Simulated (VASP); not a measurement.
AlPt:

```
Al Pt
1.0
     3.09155    0.00000    0.00000
     0.00000    3.09155    0.00000
     0.00000    0.00000    3.09155
Al Pt
1 1
Direct
  0.00000 0.00000 0.00000
  0.50000 0.50000 0.50000
```

* Program: VASP 6.6.1
* Task: relaxation of volume and atoms at fixed shape
* Functional: LDA
* Potentials or basis: VASP PAW LDA potentials, release 64 (Al, Pt)
* Cutoff: 500 eV
* k mesh: 7 × 7 × 7
* Occupations: fermi-dirac, width 0.05 eV
* Spin: no spin polarisation

At the start: pressure -9.5 GPa; volume 14.77 Å³/atom.

Task: How do energy, volume and symmetry change on relaxing?

Result: Over 4 steps the energy falls by 22.4 meV/atom and the volume is 14.06 Å³/atom (-4.9 %); space group Pm-3m (No. 221, to 0.05 Å).

Step by step:
```tsv
step	energy change (eV)	largest force (eV/Å)	pressure (GPa)	volume (Å³)
1	0.0000	0.0000	-9.50	29.55
2	0.0837	0.0000	20.62	25.96
3	-0.0447	0.0000	-0.24	28.14
4	-0.0447	0.0000	-0.02	28.11
```

Final structure:
```cif
data_structure
_symmetry_space_group_name_H-M 'P 1'
_symmetry_Int_Tables_number 1
_cell_length_a 3.0407
_cell_length_b 3.0407
_cell_length_c 3.0407
_cell_angle_alpha 90.000
_cell_angle_beta 90.000
_cell_angle_gamma 90.000
_cell_volume 28.11
loop_
_atom_site_label
_atom_site_type_symbol
_atom_site_fract_x
_atom_site_fract_y
_atom_site_fract_z
_atom_site_occupancy
Al1 Al 0.00000 0.00000 0.00000 1
Pt1 Pt 0.50000 0.50000 0.50000 1
```
